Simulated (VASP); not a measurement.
# SiC (P6_3mc) in VASP: notebook

SiC is run at these levels: PBEsol, PBE; tasks: single point.

Everything below comes from runs of VASP 6.6.1. Logs are shortened: lines on timing, memory, paths and dates and some standing lists are left out, and cuts for length are marked.

## 1. The cell of the first run

It takes space group P6_3mc (No. 186, hexagonal). The conventional cell has a = 3.079 Å, b = 3.079 Å, c = 15.107 Å, α = 90.00°, β = 90.00°, γ = 120.00°. Si (site symmetry 3m) has 4 C at 1.89 Å within 2.5 Å. Within 2.5 Å of Si (site symmetry 3m) lie 4 C at 1.88 to 1.89 Å. Within 2.5 Å of Si (site symmetry 3m) lie 4 C at 1.88 to 1.89 Å. Within 2.5 Å of C (site symmetry 3m) lie 4 Si at 1.89 Å. C (site symmetry 3m) has 4 Si at 1.88 to 1.89 Å within 2.5 Å. Within 2.5 Å of C (site symmetry 3m) lie 4 Si at 1.88 to 1.89 Å.

## 2. Single point, PBEsol

Input file INCAR:

```
SYSTEM = SiC
PREC = Accurate
ENCUT = 600
EDIFF = 1E-6
ISMEAR = 0
SIGMA = 0.01
LREAL = .False.
LASPH = .True.
NELM = 120
ALGO = Normal
ISIF = 2
LWAVE = .False.
LCHARG = .False.
GGA = PS
NBANDS = 36
GGA_COMPAT = .False.
```

Input file KPOINTS:

```
regular mesh
0
Gamma
  14 14 3
  0 0 0
```

Input file POSCAR:

```
SiC
1.0
    3.0788880208      0.0000000000      0.0000000000
   -1.5394440104      2.6663952414      0.0000000000
    0.0000000000      0.0000000000     15.1070019599
Si C
6 6
Direct
    0.0000000000      0.0000000000     -0.0002788985
    0.0000000000      0.0000000000      0.4997211015
    0.3333333333      0.6666666667      0.1665074180
    0.6666666667      0.3333333333      0.6665074180
    0.6666666667      0.3333333333      0.3330017075
    0.3333333333      0.6666666667      0.8330017075
    0.3333333333      0.6666666667      0.0415069837
    0.6666666667      0.3333333333      0.5415069837
    0.6666666667      0.3333333333      0.2079983544
    0.3333333333      0.6666666667      0.7079983544
    0.0000000000      0.0000000000      0.3743644350
    0.0000000000      0.0000000000      0.8743644350
```

Potentials or basis: VASP PAW PBE potentials, release 64 (Si, C).

Run with:

```sh
$ cat potpaw_PBE.64/Si/POTCAR potpaw_PBE.64/C/POTCAR > POTCAR
$ mpirun -np 1 vasp_std > vasp.out
```

OUTCAR:

```text
SYSTEM = SiC
   PREC = Accurate
   ENCUT = 600
   EDIFF = 1E-6
   ISMEAR = 0
   LREAL = .False.
   LASPH = .True.
   NELM = 120
   ISIF = 2
   GGA = PS

 ion  position               nearest neighbor table
   1  0.000  0.000  1.000-   7 1.89   7 1.89   7 1.89  12 1.89   6 3.08   6 3.08   6 3.08   3 3.08
                             3 3.08   3 3.08
   2  0.000  0.000  0.500-   8 1.89   8 1.89   8 1.89  11 1.89   5 3.08   5 3.08   5 3.08   4 3.08
                             4 3.08   4 3.08
   3  0.333  0.667  0.167-   9 1.88   9 1.88   9 1.88   7 1.89   5 3.08   5 3.08   5 3.08   1 3.08
                             1 3.08   1 3.08
   4  0.667  0.333  0.667-  10 1.88  10 1.88  10 1.88   8 1.89   6 3.08   6 3.08   6 3.08   2 3.08
                             2 3.08   2 3.08
   5  0.667  0.333  0.333-  11 1.88  11 1.88  11 1.88   9 1.89   3 3.08   3 3.08   3 3.08   2 3.08
                             2 3.08   2 3.08
   6  0.333  0.667  0.833-  12 1.88  12 1.88  12 1.88  10 1.89   4 3.08   4 3.08   4 3.08   1 3.08
                             1 3.08   1 3.08
   7  0.333  0.667  0.042-   1 1.89   1 1.89   1 1.89   3 1.89
   8  0.667  0.333  0.542-   2 1.89   2 1.89   2 1.89   4 1.89
   9  0.667  0.333  0.208-   3 1.88   3 1.88   3 1.88   5 1.89
  10  0.333  0.667  0.708-   4 1.88   4 1.88   4 1.88   6 1.89
  11  0.000  0.000  0.374-   5 1.88   5 1.88   5 1.88   2 1.89
  12  0.000  0.000  0.874-   6 1.88   6 1.88   6 1.88   1 1.89

  LATTYP: Found a hexagonal cell.
 ALAT       =     3.0788880208
 C/A-ratio  =     4.9066422221

  Lattice vectors:

 A1 = (   3.0788880208,   0.0000000000,   0.0000000000)
 A2 = (  -1.5394440104,   2.6663952414,   0.0000000000)
 A3 = (   0.0000000000,   0.0000000000,  15.1070019599)

Analysis of symmetry for initial positions (statically):
=====================================================================
 Subroutine PRICEL returns:
 Original cell was already a primitive cell.

 Routine SETGRP: Setting up the symmetry group for a
 hexagonal supercell.

 Subroutine GETGRP returns: Found 12 space group operations
 (whereof  6 operations were pure point group operations)
 out of a pool of 24 trial point group operations.

The static configuration has the point symmetry C_3v.
 The point group associated with its full space group is C_6v.

Analysis of symmetry for dynamics (positions and initial velocities):
=====================================================================
 Subroutine PRICEL returns:
 Original cell was already a primitive cell.

 Routine SETGRP: Setting up the symmetry group for a
 hexagonal supercell.

 Subroutine GETGRP returns: Found 12 space group operations
 (whereof  6 operations were pure point group operations)
 out of a pool of 24 trial point group operations.

The dynamic configuration has the point symmetry C_3v.
 The point group associated with its full space group is C_6v.

 Subroutine INISYM returns: Found 12 space group operations
 (whereof  6 operations are pure point group operations),
 and found     1 'primitive' translations

----------------------------------------------------------------------------------------

                                     Primitive cell

  volume of cell :     124.0214

  direct lattice vectors                    reciprocal lattice vectors
     3.078888021  0.000000000  0.000000000     0.324792585  0.187519087  0.000000000
    -1.539444010  2.666395241  0.000000000     0.000000000  0.375038173  0.000000000
     0.000000000  0.000000000 15.107001960     0.000000000  0.000000000  0.066194471

  length of vectors
     3.078888021  3.078888021 15.107001960     0.375038173  0.375038173  0.066194471

  position of ions in fractional coordinates (direct lattice)
     0.000000000  0.000000000  0.999721102
     0.000000000  0.000000000  0.499721102
     0.333333333  0.666666667  0.166507418
     0.666666667  0.333333333  0.666507418
     0.666666667  0.333333333  0.333001708
     0.333333333  0.666666667  0.833001708
     0.333333333  0.666666667  0.041506984
     0.666666667  0.333333333  0.541506984
     0.666666667  0.333333333  0.207998354
     0.333333333  0.666666667  0.707998354
     0.000000000  0.000000000  0.374364435
     0.000000000  0.000000000  0.874364435

  ion indices of the primitive-cell ions
   primitive index   ion index
                 1           1
                 2           2
                 3           3
                 4           4
                 5           5
                 6           6
                 7           7
                 8           8
                 9           9
                10          10
                11          11
                12          12

----------------------------------------------------------------------------------------

 KPOINTS: regular mesh

Automatic generation of k-mesh.
 Grid dimensions read from file:
 generate k-points for:   14   14    3

 Generating k-lattice:

  Cartesian coordinates                     Fractional coordinates (reciprocal lattice)
     0.023199470  0.013394220  0.000000000     0.071428571  0.000000000  0.000000000
     0.000000000  0.026788441  0.000000000     0.000000000  0.071428571  0.000000000
     0.000000000  0.000000000  0.022064824     0.000000000  0.000000000  0.333333333

  Length of vectors
     0.026788441  0.026788441  0.022064824

  Shift w.r.t. Gamma in fractional coordinates (k-lattice)
     0.000000000  0.000000000  0.000000000

 Subroutine IBZKPT returns following result:
 ===========================================

 Found     48 irreducible k-points:

 Following reciprocal coordinates:
            Coordinates               Weight
  0.000000  0.000000  0.000000      1.000000
  0.071429  0.000000  0.000000      6.000000
  0.142857  0.000000  0.000000      6.000000
  0.214286 -0.000000  0.000000      6.000000
  0.285714  0.000000  0.000000      6.000000
  0.357143 -0.000000  0.000000      6.000000
[... 16 lines left out ...]
  0.285714  0.285714  0.000000      6.000000
  0.357143  0.285714  0.000000      6.000000
 [... further k-points ...]
   k-points           NKPTS =     48   k-points in BZ     NKDIM =     48   number of bands    NBANDS=     36
   number of dos      NEDOS =    301   number of ions     NIONS =     12
   total plane-waves  NPLWV =  98784
   dimension x,y,z NGX =    28 NGY =   28 NGZ =  126
   dimension x,y,z NGXF=    56 NGYF=   56 NGZF=  252
   ions per type =               6   6
   NGX,Y,Z   is equivalent  to a cutoff of  15.12, 15.12, 13.87 a.u.
   NGXF,Y,Z  is equivalent  to a cutoff of  30.24, 30.24, 27.73 a.u.
 SYSTEM =  SiC
   PREC   = accura    normal or accurate (medium, high low for compatibility)
   ISTART =      0    job   : 0-new  1-cont  2-samecut
   ICHARG =      2    charge: 1-file 2-atom 10-const
   ISPIN  =      1    spin polarized calculation?
   LNONCOLLINEAR =      F non collinear calculations
   LSORBIT =      F    spin-orbit coupling
   LASPH  =      T    aspherical Exc in radial PAW
   ENCUT  =  600.0 eV  44.10 Ry    6.64 a.u.   6.15  6.15 30.17*2*pi/ulx,y,z
   NELM   =    120;   NELMIN=  2; NELMDL= -5     # of ELM steps
   EDIFF  = 0.1E-05   stopping-criterion for ELM
   LREAL  =      F    real-space projection
[... 7 lines left out ...]
   TEBEG  =    0.0;   TEEND  =   0.0 temperature during run
   PSTRESS=    0.0 pullay stress
   NELECT =      48.0000    total number of electrons
   NUPDOWN=      -1.0000    fix difference up-down
   EMIN   =  10.00;   EMAX   =-10.00  energy-range for DOS
   EFERMI =   0.00;   METHOD = LEGACY
   ISMEAR =     0;   SIGMA  =   0.01  broadening in eV -4-tet -1-fermi 0-gaus
   EFERMI_NEDOS =   21; number of points for ismear=-14 and -15
   IALGO  =     38    algorithm
   IMIX   =      4    mixing-type and parameters
     AMIX     =   0.40;   BMIX     =  1.00
     AMIX_MAG =   1.60;   BMIX_MAG =  1.00
  volume/ion in A,a.u.               =      10.34        69.74
  Fermi-wavevector in a.u.,A,eV,Ry     =   1.193044  2.254526 19.365896  1.423353
  Thomas-Fermi vector in A             =   2.329067
   LORBIT       =      0    0 simple, 1 ext, 2 COOP (PROOUT), +10 PAW based schemes
   GGA     = PS    functional components
   LHFCALC =     F    Hartree Fock is set to
   AEXX    =    0.0000 exact exchange contribution
   IVDW    =     0    specifies the selected vdW correction
   LEPSILON=     F    determine dielectric tensor
   LRPA    =     F    only Hartree local field effects (RPA)
 non-spin polarized calculation
 Gauss-broadening in eV      SIGMA  =   0.01
  energy-cutoff  :      600.00
  volume of cell :      124.02
 maximum number of plane-waves:      4172
 NGX is ok and might be reduce to    28
   NGX = 13   NGY = 13   NGZ = 61

 number of electron      48.0000001 magnetization

 Free energy of the ion-electron system (eV)
  ---------------------------------------------------
  ext. energy  EPLUGINS =         0.00000000
  ---------------------------------------------------
  free energy    TOTEN  =       -95.51195627 eV

  energy without entropy =      -95.51195627  energy(sigma->0) =      -95.51195627

 E-fermi :   8.1543     XC(G=0): -11.5077

 val. band max:        8.1126124634   @ k =   0.0000   0.0000   0.0000
 cond. band min:      10.0252043856   @ k =   0.5000   0.0000   0.3333
 fundamental gap:      1.9125919222
 Fermi energy:         8.1543090346

 k-point     1 :       0.0000    0.0000    0.0000
  band No.  band energies     occupation
      1      -7.3720      2.00000
      2      -6.8476      2.00000
      3      -6.8122      2.00000
      4      -5.3062      2.00000
      5      -5.2783      2.00000
      6      -3.7642      2.00000
[... 28 lines left out ...]
     35      15.4301      0.00000
     36      15.4990      0.00000

 k-point     2 :       0.0714    0.0000    0.0000
  band No.  band energies     occupation
      1      -7.2828      2.00000
      2      -6.7597      2.00000
      3      -6.7240      2.00000
      4      -5.2225      2.00000
      5      -5.1945      2.00000
      6      -3.6889      2.00000
[... 850 lines left out ...]
 k-point    24 :       0.3571    0.2857    0.0000
  band No.  band energies     occupation
      1      -3.0144      2.00000
      2      -2.9249      2.00000
      3      -2.7840      2.00000
      4      -2.6107      2.00000
      5      -2.5279      2.00000
      6      -2.4668      2.00000
[... 28 lines left out ...]
     35      17.2435      0.00000
     36      17.2654      0.00000

 [... further k-points ...]
[... 5 lines left out ...]
  --------------------------------------------------------------------------------------
  -------------------------------------------------------------------------------------
  Total        0.1731468      0.1731468      0.1572509      0.0000000      0.0000000      0.0000000
  in kB        2.2368059      2.2368059      2.0314541      0.0000000      0.0000000      0.0000000
  external PRESSURE =       2.1683553 kB  Pullay stress =       0.0000000 kB

 VOLUME and BASIS-vectors are now :
 -----------------------------------------------------------------------------
  energy-cutoff  :      600.00
  volume of cell :      124.02
      direct lattice vectors                 reciprocal lattice vectors
     3.078888021  0.000000000  0.000000000     0.324792585  0.187519087  0.000000000
    -1.539444010  2.666395241  0.000000000     0.000000000  0.375038173  0.000000000
     0.000000000  0.000000000 15.107001960     0.000000000  0.000000000  0.066194471

 POSITION                                       TOTAL-FORCE (eV/Angst)
 -----------------------------------------------------------------------------------
      0.00000      0.00000     15.10279         0.000000      0.000000     -0.001447
      0.00000      0.00000      7.54929         0.000000     -0.000000     -0.001447
     -0.00000      1.77760      2.51543        -0.000000      0.000000     -0.002607
      1.53944      0.88880     10.06893         0.000000      0.000000     -0.002607
      1.53944      0.88880      5.03066        -0.000000      0.000000     -0.003635
     -0.00000      1.77760     12.58416         0.000000     -0.000000     -0.003635
     -0.00000      1.77760      0.62705         0.000000     -0.000000      0.001749
      1.53944      0.88880      8.18055        -0.000000      0.000000      0.001749
      1.53944      0.88880      3.14223        -0.000000      0.000000      0.002625
     -0.00000      1.77760     10.69573        -0.000000     -0.000000      0.002625
      0.00000      0.00000      5.65552        -0.000000     -0.000000      0.003315
      0.00000      0.00000     13.20903         0.000000      0.000000      0.003315
 -----------------------------------------------------------------------------------
    total drift:                                0.000000      0.000000      0.000457

  FREE ENERGIE OF THE ION-ELECTRON SYSTEM (eV)
  ---------------------------------------------------
  free  energy   TOTEN  =       -95.5119562710 eV

  energy  without entropy=      -95.5119562710  energy(sigma->0) =      -95.51195627
```

Wall time 7.6 min (1 thread of Oxide Virtual Turin-like, shared host); peak memory 0.37 GiB.

What came out:

```yaml
Free_energy: -95.5120 eV
Pressure: 0.2 GPa
Largest_force: 0.004 eV/Å
Band_gap_on_the_k_mesh: 1.91 eV (least direct gap 3.02 eV)
```

Forces on the atoms (eV/Å):
```
Si   0.000  0.000 -0.001
Si   0.000  0.000 -0.001
Si   0.000  0.000 -0.003
Si   0.000  0.000 -0.003
Si   0.000  0.000 -0.004
Si   0.000  0.000 -0.004
C    0.000  0.000  0.002
C    0.000  0.000  0.002
C    0.000  0.000  0.003
C    0.000  0.000  0.003
C    0.000  0.000  0.003
C    0.000  0.000  0.003
```

Levels at points of the mesh, in eV from the valence-band top:
```tsv
k point	band 20	band 21	band 22	band 23	band 24	band 25	band 26	band 27	band 28	band 29
(0.00, 0.00, 0.00)	-0.30	-0.30	-0.04	0.00	0.00	5.13	5.29	5.71	6.22	6.27
(0.50, 0.00, 0.00)	-2.28	-1.82	-1.80	-1.68	-1.10	1.91	2.10	3.10	3.79	4.48
```

Caveat: the PAW data sets were made with another functional, which shifts forces and pressure a little. A k mesh can miss the band edges.

## 3. Single point, PBE

This run uses another cell than the first one, of 10.50 Å³/atom.

Input file INCAR:

```
SYSTEM = SiC
  PREC = Accurate
  ENCUT = 600
  EDIFF = 1E-6
  ISMEAR = 0
  SIGMA = 0.01
  LREAL = .False.
  LASPH = .True.
  NELM = 120
  ALGO = Normal
  ISIF = 2
  LWAVE = .False.
  LCHARG = .False.
  GGA = PE
  NBANDS = 36
  GGA_COMPAT = .False.
```

Input file KPOINTS:

```
Automatic mesh
0
Gamma
  14 14 3
  0 0 0
```

Input file POSCAR:

```
SiC
1.0
    3.0949999693      0.0000000000      0.0000000000
   -1.5474999846      2.6803485981      0.0000000000
    0.0000000000      0.0000000000     15.1866123175
Si C
6 6
Direct
    0.0000000000      0.0000000000     -0.0002771230
    0.0000000000      0.0000000000      0.4997228770
    0.3333333333      0.6666666667      0.1665010716
    0.6666666667      0.3333333333      0.6665010716
    0.6666666667      0.3333333333      0.3329926724
    0.3333333333      0.6666666667      0.8329926724
    0.3333333333      0.6666666667      0.0415132861
    0.6666666667      0.3333333333      0.5415132861
    0.6666666667      0.3333333333      0.2079988555
    0.3333333333      0.6666666667      0.7079988555
    0.0000000000      0.0000000000      0.3743712374
    0.0000000000      0.0000000000      0.8743712374
```

Potentials or basis: VASP PAW PBE potentials, release 64 (Si, C).

Run with:

```sh
$ cat potpaw_PBE.64/Si/POTCAR potpaw_PBE.64/C/POTCAR > POTCAR
$ mpirun -np 1 vasp_std > vasp.out
```

Wall time 9.6 min (1 thread of Oxide Virtual Turin-like, shared host); peak memory 0.37 GiB.

The run converged. Its results:

```
Free energy            : -90.3820 eV
Pressure               : -0.2 GPa
Band gap on the k mesh : 2.03 eV (least direct gap 3.13 eV)
```

Levels at points of the mesh, in eV from the valence-band top:
| k point | band 22 | band 23 | band 24 | band 25 | band 26 | band 27 |
| --- | --- | --- | --- | --- | --- | --- |
| (0.00, 0.00, 0.00) | -0.04 | 0.00 | 0.00 | 5.05 | 5.22 | 5.63 |
| (0.50, 0.00, 0.00) | -1.77 | -1.65 | -1.10 | 2.03 | 2.21 | 3.19 |

A k mesh can miss the band edges. PBE gaps usually lie below the measured ones, often by a third to a half.
